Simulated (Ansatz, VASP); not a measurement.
**Al: VASP beside Ansatz**

```
CELL_PARAMETERS angstrom
-1.59520 1.59520 1.59520
1.59520 -1.59520 1.59520
1.59520 1.59520 -1.59520
ATOMIC_POSITIONS crystal
Al 0.00000 0.00000 0.00000
```

Alike in both runs: task single point; functional LDA; k mesh 16 × 16 × 16; occupations fermi-dirac, width 0.1 eV; no spin polarisation.

|  | VASP | Ansatz |
| --- | --- | --- |
| version | VASP 6.6.1 | Ansatz 0.2.0 |
| potentials or method | VASP PAW LDA potentials, release 64 (Al), cutoff 520 eV | plane waves (420 eV) with PAW, scalar-relativistic |
| valence electrons in the cell | 3 | 3 |

|  | VASP | Ansatz | Ansatz less VASP |
| --- | --- | --- | --- |
| pressure (GPa) | 0.0 | -0.1 | -0.07 |

Ansatz warns that its potentials were made for another functional, while VASP's fit it. LDA's correlation is that of Perdew and Zunger in VASP and of Perdew and Wang (1992) in Ansatz.
